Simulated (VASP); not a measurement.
Runs of VASP 6.6.1 on In. The structure is that of space group R-3m (No. 166), or close to it. The cells are those of the table. 

```tsv
task	cell	gap on the mesh (eV)	pressure (GPa)	largest force (eV/Å)
electric field gradients	a = 8.426 Å, angles 22.6°, 3 atoms	none	2.6	0.02
electric field gradients	a = 8.440 Å, angles 23.3°, 3 atoms	none	0.1	-
single point	a = 8.422 Å, angles 22.4°, 3 atoms	none	(a)	0.03
electric field gradients	a = 8.374 Å, angles 22.8°, 3 atoms	none	2.6	0.02
```

Alike in all rows: level PBE; potentials or basis VASP PAW PBE potentials, release 64 (In_d); no spin polarisation; k mesh 14 × 14 × 14; cutoff (eV) 520; smearing fermi-dirac 0.05 eV.

**Question.** Fill in the values left out.

**Answer.** (a) 3.6.

Caveats: spin-orbit coupling is left out, which moves the levels of the heavy elements.

A k mesh can miss the band edges, and the runs leave out spin-orbit coupling on In.

A gap of «none» marks levels without a gap at the run's occupations.
